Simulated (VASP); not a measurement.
TiO2:

```
CELL_PARAMETERS angstrom
4.54535 0.00000 0.00000
0.00000 5.51962 0.00000
0.00000 0.00000 4.90920
ATOMIC_POSITIONS crystal
Ti 0.00000 0.17299 0.75000
Ti 0.50000 0.32701 0.25000
Ti 0.00000 0.82701 0.25000
Ti 0.50000 0.67299 0.75000
O 0.27145 0.38172 0.91865
O 0.77145 0.11828 0.08135
O 0.22855 0.11828 0.41865
O 0.72855 0.38172 0.58135
O 0.27145 0.61828 0.41865
O 0.77145 0.88172 0.58135
O 0.22855 0.88172 0.91865
O 0.72855 0.61828 0.08135
```

Base run:

| Item | Value |
| --- | --- |
| Program | VASP 6.6.1 |
| Functional | PBEsol |
| Potentials or basis | VASP PAW PBE potentials, release 64 (Ti_sv, O) |
| Cutoff | 520 eV |
| k mesh | 6 × 5 × 6 |
| Occupations | fermi-dirac, width 0.05 eV |
| Spin | no spin polarisation |

Its results: band gap on the k mesh 2.56 eV, indirect (least direct gap 2.63 eV); pressure -2.4 GPa; largest force 0.054 eV/Å.

Task: After a change of settings the same cell gave: band gap on the k mesh 2.60 eV, indirect (least direct gap 2.63 eV); pressure 11.0 GPa; largest force 0.082 eV/Å. Which change was it?
A. functional from PBEsol to PBE; k mesh from 6 × 5 × 6 to 4 × 4 × 4
B. functional from PBEsol to BLYP
C. functional from PBEsol to PBE
D. functional from PBEsol to PBE; hubbard terms from none to Ti d U = 5.0 eV

Result: B.

BLYP binds less tightly than PBEsol, so the same cell stands under more pressure.

Caveats: the PAW data sets were made with another functional, which shifts forces and pressure a little.
